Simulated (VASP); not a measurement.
# Ti (Im-3m) in VASP: further runs

Runs on Ti. Level: PBE. Tasks: single point.

Program: VASP 6.6.1. These are calculated values, not measurements. Logs are shortened: lines on timing, memory, paths and dates and some standing lists are left out, and cuts for length are marked.

## Step 1: The cell of the first run

Symmetry: Im-3m, No. 229, cubic system. The conventional cell has a = 3.282 Å, b = 3.282 Å, c = 3.282 Å, α = 90.00°, β = 90.00°, γ = 90.00°. Ti (site symmetry m-3m) has 14 Ti at 2.84 to 3.28 Å within 3.7 Å.

This isn't the form of Ti at room conditions, which is hcp.

## Step 2: Single point, PBE

INCAR

```
  ALGO = Normal
  EDIFF = 1E-7
  ENCUT = 520
  GGA = PE
  ISIF = 2
  ISMEAR = 0
  LASPH = True
  LCHARG = True
  LELF = True
  LREAL = False
  LVHAR = True
  LWAVE = False
  NBANDS = 12
  NELM = 80
  PREC = Accurate
  SIGMA = 0.022
```

KPOINTS

```
k-points
0
Gamma
  11 11 11
```

POSCAR

```
Ti
1.0
   -1.6410000000      1.6410000000      1.6410000000
    1.6410000000     -1.6410000000      1.6410000000
    1.6410000000      1.6410000000     -1.6410000000
Ti
1
Direct
    0.0000000000      0.0000000000      0.0000000000
```

Potentials or basis: VASP PAW PBE potentials, release 64 (Ti_sv).

Launch:

```console
$ cat potpaw_PBE.64/Ti_sv/POTCAR > POTCAR
$ mpirun -np 1 vasp_std > vasp.out
```

OUTCAR:

```text
EDIFF = 1E-7
   ENCUT = 520
   GGA = PE
   ISIF = 2
   ISMEAR = 0
   LASPH = True
   LREAL = False
   NELM = 80
   PREC = Accurate

 ion  position               nearest neighbor table
   1  0.000  0.000  0.000-

  LATTYP: Found a body centered cubic cell.
 ALAT       =     3.2820000000

  Lattice vectors:

 A1 = (  -1.6410000000,   1.6410000000,   1.6410000000)
 A2 = (   1.6410000000,  -1.6410000000,   1.6410000000)
 A3 = (   1.6410000000,   1.6410000000,  -1.6410000000)

Analysis of symmetry for initial positions (statically):
=====================================================================
 Subroutine PRICEL returns:
 Original cell was already a primitive cell.

 Routine SETGRP: Setting up the symmetry group for a
 body centered cubic supercell.

 Subroutine GETGRP returns: Found 48 space group operations
 (whereof 48 operations were pure point group operations)
 out of a pool of 48 trial point group operations.

The static configuration has the point symmetry O_h .

Analysis of symmetry for dynamics (positions and initial velocities):
=====================================================================
 Subroutine PRICEL returns:
 Original cell was already a primitive cell.

 Routine SETGRP: Setting up the symmetry group for a
 body centered cubic supercell.

 Subroutine GETGRP returns: Found 48 space group operations
 (whereof 48 operations were pure point group operations)
 out of a pool of 48 trial point group operations.

The dynamic configuration has the point symmetry O_h .

 Subroutine INISYM returns: Found 48 space group operations
 (whereof 48 operations are pure point group operations),
 and found     1 'primitive' translations

----------------------------------------------------------------------------------------

                                     Primitive cell

  volume of cell :      17.6761

  direct lattice vectors                    reciprocal lattice vectors
    -1.641000000  1.641000000  1.641000000     0.000000000  0.304692261  0.304692261
     1.641000000 -1.641000000  1.641000000     0.304692261  0.000000000  0.304692261
     1.641000000  1.641000000 -1.641000000     0.304692261  0.304692261  0.000000000

  length of vectors
     2.842295375  2.842295375  2.842295375     0.430899928  0.430899928  0.430899928

  position of ions in fractional coordinates (direct lattice)
     0.000000000  0.000000000  0.000000000

  ion indices of the primitive-cell ions
   primitive index   ion index
                 1           1

----------------------------------------------------------------------------------------

 KPOINTS: k-points

Automatic generation of k-mesh.
 Grid dimensions read from file:
 generate k-points for:   11   11   11

 Generating k-lattice:

  Cartesian coordinates                     Fractional coordinates (reciprocal lattice)
     0.000000000  0.027699296  0.027699296     0.090909091  0.000000000  0.000000000
     0.027699296  0.000000000  0.027699296     0.000000000  0.090909091  0.000000000
     0.027699296  0.027699296  0.000000000     0.000000000  0.000000000  0.090909091

  Length of vectors
     0.039172721  0.039172721  0.039172721

  Shift w.r.t. Gamma in fractional coordinates (k-lattice)
     0.000000000  0.000000000  0.000000000

 Subroutine IBZKPT returns following result:
 ===========================================

 Found     56 irreducible k-points:

 Following reciprocal coordinates:
            Coordinates               Weight
  0.000000  0.000000  0.000000      1.000000
  0.090909  0.000000  0.000000     12.000000
  0.181818  0.000000  0.000000     12.000000
  0.272727  0.000000  0.000000     12.000000
  0.363636  0.000000  0.000000     12.000000
  0.454545  0.000000  0.000000     12.000000
[... 16 lines left out ...]
  0.272727  0.181818  0.090909     48.000000
  0.363636  0.181818  0.090909     24.000000
 [... further k-points ...]
   k-points           NKPTS =     56   k-points in BZ     NKDIM =     56   number of bands    NBANDS=     12
   number of dos      NEDOS =    301   number of ions     NIONS =      1
   total plane-waves  NPLWV =  13824
   dimension x,y,z NGX =    24 NGY =   24 NGZ =   24
   dimension x,y,z NGXF=    48 NGYF=   48 NGZF=   48
   ions per type =               1
   NGX,Y,Z   is equivalent  to a cutoff of  14.04, 14.04, 14.04 a.u.
   NGXF,Y,Z  is equivalent  to a cutoff of  28.08, 28.08, 28.08 a.u.
 SYSTEM =  unknown system
   PREC   = accura    normal or accurate (medium, high low for compatibility)
   ISTART =      0    job   : 0-new  1-cont  2-samecut
   ICHARG =      2    charge: 1-file 2-atom 10-const
   ISPIN  =      1    spin polarized calculation?
   LNONCOLLINEAR =      F non collinear calculations
   LSORBIT =      F    spin-orbit coupling
   LASPH  =      T    aspherical Exc in radial PAW
   ENCUT  =  520.0 eV  38.22 Ry    6.18 a.u.   5.28  5.28  5.28*2*pi/ulx,y,z
   NELM   =     80;   NELMIN=  2; NELMDL= -5     # of ELM steps
   EDIFF  = 0.1E-06   stopping-criterion for ELM
   LREAL  =      F    real-space projection
   EDIFFG = 0.1E-05   stopping-criterion for IOM
   NSW    =      0    number of steps for IOM
   IBRION =     -1    ionic relax: 0-MD 1-quasi-New 2-CG
   NFREE  =      0    steps in history (QN), initial steepest desc. (CG)
   ISIF   =      2    stress and relaxation
   ISYM   =      2    0-nonsym 1-usesym 2-fastsym
   POTIM  = 0.5000    time-step for ionic-motion
   TEBEG  =    0.0;   TEEND  =   0.0 temperature during run
   PSTRESS=    0.0 pullay stress
   NELECT =      12.0000    total number of electrons
   NUPDOWN=      -1.0000    fix difference up-down
   EMIN   =  10.00;   EMAX   =-10.00  energy-range for DOS
   EFERMI =   0.00;   METHOD = LEGACY
   ISMEAR =     0;   SIGMA  =   0.02  broadening in eV -4-tet -1-fermi 0-gaus
   EFERMI_NEDOS =   21; number of points for ismear=-14 and -15
   IALGO  =     38    algorithm
   IMIX   =      4    mixing-type and parameters
     AMIX     =   0.40;   BMIX     =  1.00
     AMIX_MAG =   1.60;   BMIX_MAG =  1.00
  volume/ion in A,a.u.               =      17.68       119.28
  Fermi-wavevector in a.u.,A,eV,Ry     =   1.438821  2.718977 28.166848  2.070205
  Thomas-Fermi vector in A             =   2.557745
   LORBIT       =      0    0 simple, 1 ext, 2 COOP (PROOUT), +10 PAW based schemes
   GGA     = PE    functional components
   LHFCALC =     F    Hartree Fock is set to
   AEXX    =    0.0000 exact exchange contribution
   IVDW    =     0    specifies the selected vdW correction
   LEPSILON=     F    determine dielectric tensor
   LRPA    =     F    only Hartree local field effects (RPA)
 non-spin polarized calculation
 Gauss-broadening in eV      SIGMA  =   0.02
  energy-cutoff  :      520.00
  volume of cell :       17.68
 maximum number of plane-waves:       486
 NGX is ok and might be reduce to    24
   NGX = 11   NGY = 11   NGZ = 11

 number of electron      12.0000001 magnetization

 Free energy of the ion-electron system (eV)
  ---------------------------------------------------
  ext. energy  EPLUGINS =         0.00000000
  ---------------------------------------------------
  free energy    TOTEN  =        -7.71627673 eV

  energy without entropy =       -7.71502218  energy(sigma->0) =       -7.71564946

 E-fermi :   7.9002     XC(G=0): -11.4088

 val. band max:        7.8923207242   @ k =  -0.3636  -0.4545   0.0909
 cond. band min:       7.9023643255   @ k =   0.1818   0.0909   0.0909
 fundamental gap:      0.0100436013
 Fermi energy:         7.9001972242

 k-point     1 :       0.0000    0.0000    0.0000
  band No.  band energies     occupation
      1     -48.6401      2.00000
      2     -24.5175      2.00000
      3     -24.5175      2.00000
      4     -24.5175      2.00000
      5       1.9907      2.00000
      6       8.8913      0.00000
      7       8.8913      0.00000
      8       8.8913      0.00000
      9      10.6112      0.00000
     10      10.6112      0.00000
     11      25.1904      0.00000
     12      25.1904      0.00000

 k-point     2 :       0.0909    0.0000    0.0000
  band No.  band energies     occupation
      1     -48.6305      2.00000
      2     -24.5700      2.00000
      3     -24.5338      2.00000
      4     -24.5178      2.00000
      5       2.2672      2.00000
      6       8.7677      0.00000
      7       8.8509      0.00000
      8       9.0907      0.00000
      9      10.4766      0.00000
     10      10.6193      0.00000
     11      24.7192      0.00000
     12      25.1264      0.00000

 k-point     3 :       0.1818    0.0000    0.0000
  band No.  band energies     occupation
      1     -48.6047      2.00000
      2     -24.7087      2.00000
      3     -24.5770      2.00000
      4     -24.5187      2.00000
      5       3.0442      2.00000
      6       8.4527      0.00000
      7       8.6360      0.00000
      8       9.6577      0.00000
      9      10.3051      0.00000
     10      10.6550      0.00000
     11      23.2021      0.00000
     12      24.4738      0.00000

 k-point     4 :       0.2727    0.0000    0.0000
  band No.  band energies     occupation
      1     -48.5706      2.00000
      2     -24.8866      2.00000
      3     -24.6332      2.00000
      4     -24.5198      2.00000
      5       4.1323      2.00000
      6       8.0710      0.00000
      7       8.2915      0.00000
      8      10.3617      0.00000
      9      10.4900      0.00000
     10      10.7340      0.00000
     11      20.8664      0.00000
     12      23.1801      0.00000

 k-point     5 :       0.3636    0.0000    0.0000
  band No.  band energies     occupation
      1     -48.5391      2.00000
      2     -25.0467      2.00000
      3     -24.6843      2.00000
      4     -24.5208      2.00000
      5       5.0905      2.00000
      6       7.7460      2.00000
      7       8.3102      0.00000
      8      10.5227      0.00000
      9      10.8427      0.00000
     10      11.3841      0.00000
     11      18.4395      0.00000
     12      21.9749      0.00000
[... 228 lines left out ...]
      1     -48.6211      2.00000
      2     -24.5875      2.00000
      3     -24.5502      2.00000
      4     -24.5502      2.00000
      5       2.5370      2.00000
      6       8.8507      0.00000
      7       8.8507      0.00000
      8       9.0928      0.00000
      9      10.1486      0.00000
     10      10.7768      0.00000
     11      24.2209      0.00000
     12      25.5541      0.00000

 k-point    22 :       0.1818    0.1818    0.0909
  band No.  band energies     occupation
      1     -48.5368      2.00000
      2     -25.0057      2.00000
      3     -24.6747      2.00000
      4     -24.5991      2.00000
      5       5.6450      2.00000
      6       7.5174      2.00000
      7       7.6335      2.00000
      8      10.6176      0.00000
      9      10.8547      0.00000
     10      12.2496      0.00000
     11      19.8561      0.00000
     12      20.0381      0.00000

 k-point    23 :       0.2727    0.1818    0.0909
  band No.  band energies     occupation
      1     -48.5184      2.00000
      2     -25.0358      2.00000
      3     -24.7580      2.00000
      4     -24.6140      2.00000
      5       6.3665      2.00000
      6       7.3658      2.00000
      7       7.6815      2.00000
      8      10.7291      0.00000
      9      10.9497      0.00000
     10      13.3757      0.00000
     11      17.5907      0.00000
     12      19.1690      0.00000

 k-point    24 :       0.3636    0.1818    0.0909
  band No.  band energies     occupation
      1     -48.5115      2.00000
      2     -25.0373      2.00000
      3     -24.8001      2.00000
      4     -24.6182      2.00000
      5       6.4758      2.00000
      6       7.3330      2.00000
      7       7.9333      0.03331
      8      10.7877      0.00000
      9      10.9767      0.00000
     10      14.1143      0.00000
     11      16.3277      0.00000
     12      18.8642      0.00000

 [... further k-points ...]

------------------------ aborting loop because EDIFF is reached ----------------------------------------

  FORCE on cell =-STRESS in cart. coord.  units (eV):
  Direction    XX          YY          ZZ          XY          YZ          ZX
  --------------------------------------------------------------------------------------
  -------------------------------------------------------------------------------------
  Total       -0.3427221     -0.3427221     -0.3427221     -0.0000000     -0.0000000     -0.0000000
  in kB      -31.0646877    -31.0646877    -31.0646877     -0.0000000     -0.0000000     -0.0000000
  external PRESSURE =     -31.0646877 kB  Pullay stress =       0.0000000 kB

 VOLUME and BASIS-vectors are now :
 -----------------------------------------------------------------------------
  energy-cutoff  :      520.00
  volume of cell :       17.68
      direct lattice vectors                 reciprocal lattice vectors
    -1.641000000  1.641000000  1.641000000     0.000000000  0.304692261  0.304692261
     1.641000000 -1.641000000  1.641000000     0.304692261  0.000000000  0.304692261
     1.641000000  1.641000000 -1.641000000     0.304692261  0.304692261  0.000000000

 POSITION                                       TOTAL-FORCE (eV/Angst)
 -----------------------------------------------------------------------------------
      0.00000      0.00000      0.00000        -0.000000      0.000000     -0.000000
 -----------------------------------------------------------------------------------
    total drift:                                0.000000      0.000000      0.000000

  FREE ENERGIE OF THE ION-ELECTRON SYSTEM (eV)
  ---------------------------------------------------
  free  energy   TOTEN  =        -7.7162767258 eV

  energy  without entropy=       -7.7150221845  energy(sigma->0) =       -7.71564946
```

Run time: 11 s. Hardware: 1 thread of Intel Xeon Platinum 8488C (Sapphire Rapids), shared host; peak memory 0.14 GiB.

Results:

```
Free energy            : -7.7163 eV
Pressure               : -3.1 GPa
Band gap on the k mesh : zero (bands 6 and 7 overlap by 1.57 eV)
```

Caveat: the cell stands under tension.

## Step 3: Single point, PBE

INCAR

```
ALGO = Normal ; EDIFF = 1E-6
ENCUT = 520 ; GGA = PE
ISIF = 2 ; ISMEAR = 0
LASPH = True ; LCHARG = False
LREAL = False ; LWAVE = False
NBANDS = 12 ; NELM = 100
PREC = Accurate ; SIGMA = 0.024
```

KPOINTS is that of step 2.

POSCAR is that of step 2.

Potentials or basis: VASP PAW PBE potentials, release 64 (Ti_sv).

Launch:

```console
$ cat potpaw_PBE.64/Ti_sv/POTCAR > POTCAR
$ mpirun -np 1 vasp_std > vasp.out
```

It took 9.4 s on 1 thread of Intel Xeon Platinum 8488C (Sapphire Rapids), shared host; peak memory 0.14 GiB.

It converged, with:

- Free energy: -7.7164 eV
- Pressure: -3.1 GPa
- Band gap on the k mesh: zero (bands 6 and 7 overlap by 1.57 eV)

Levels at points of the mesh, in eV from the Fermi level:
| k point | band 3 | band 4 | band 5 | band 6 | band 7 | band 8 | band 9 | band 10 |
| --- | --- | --- | --- | --- | --- | --- | --- | --- |
| (0.00, 0.00, 0.00) | -32.42 | -32.42 | -5.91 | 0.99 | 0.99 | 0.99 | 2.71 | 2.71 |

Caveat: the cell stands under tension.

## Step 4: Single point, PBE

INCAR

```
PREC = Accurate ; ENCUT = 520
EDIFF = 1E-6 ; ISMEAR = 0
SIGMA = 0.016 ; LREAL = F
LASPH = T ; NELM = 60
ALGO = Normal ; ISIF = 2
LWAVE = F ; LCHARG = T
GGA = PE ; LELF = T
LVHAR = T ; NBANDS = 12
```

KPOINTS

```
regular mesh
0
Gamma
  11 11 11
```

POSCAR is that of step 3.

Launch:

```console
$ cat potpaw_PBE.64/Ti_sv/POTCAR > POTCAR
$ mpirun -np 1 vasp_std > vasp.out
```

Run time: 10 s. Hardware: 1 thread of Intel Xeon Platinum 8488C (Sapphire Rapids), shared host; peak memory 0.14 GiB.

The run converged. Its results:

```yaml
Free_energy: -7.7160 eV
Pressure: -3.1 GPa
Band_gap_on_the_k_mesh: zero (bands 6 and 7 overlap by 1.57 eV)
```

Levels at points of the mesh, in eV from the Fermi level:
```tsv
k point	band 2	band 3	band 4	band 5	band 6	band 7	band 8	band 9	band 10	band 11
(0.00, 0.00, 0.00)	-32.42	-32.42	-32.42	-5.91	0.99	0.99	0.99	2.71	2.71	17.29
```

Caveat: the cell stands under tension.

## Step 5: Summary

```csv
smearing,gap on the mesh (eV),pressure (GPa)
gaussian 0.022 eV,none,-3.1
gaussian 0.024 eV,none,-3.1
gaussian 0.016 eV,none,-3.1
```

Alike in all rows: task single point; level PBE; potentials or basis VASP PAW PBE potentials, release 64 (Ti_sv); no spin polarisation; cell as given; k mesh 11 × 11 × 11; cutoff (eV) 520.

Caveats: the cell stands under tension.

Total energies depend on the potentials used, so only differences within one code and one set of settings carry meaning.
